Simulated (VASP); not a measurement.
Here is a VASP 6.6.1 calculation.

Contents of INCAR:

```
SYSTEM = ZnS
PREC = Accurate
ENCUT = 500
EDIFF = 1E-6
ISMEAR = 0
SIGMA = 0.01
LREAL = .False.
LASPH = .True.
NELM = 120
ALGO = Normal
ISIF = 2
LWAVE = .False.
LCHARG = .True.
GGA = PS
LELF = .True.
LVHAR = .True.
NBANDS = 16
GGA_COMPAT = .False.
```

Contents of KPOINTS:

```
regular mesh
0
Gamma
  8 8 8
  0 0 0
```

The input POSCAR:

```
ZnS
1.0
    2.5896986049      2.5896986049      0.0000000000
   -2.5896986049      2.5896986049      0.0000000000
    0.0000000000      2.5896986049      2.5896986049
Zn S
1 1
Direct
    0.7500000000      0.2500000000      0.5000000000
    0.0000000000      0.0000000000      0.0000000000
```

Potentials or basis: VASP PAW PBE potentials, release 64 (Zn, S).

Launch:

```sh
$ cat potpaw_PBE.64/Zn/POTCAR potpaw_PBE.64/S/POTCAR > POTCAR
$ mpirun -np 1 vasp_std > vasp.out
```

Task: Predict the band gap on the k mesh.

Result: 2.55 eV.

Task: Predict the pressure.

Result: 10.2 GPa.

Caveat: the cell stands under pressure; the PAW data sets were made with another functional, which shifts forces and pressure a little. A k mesh can miss the band edges.
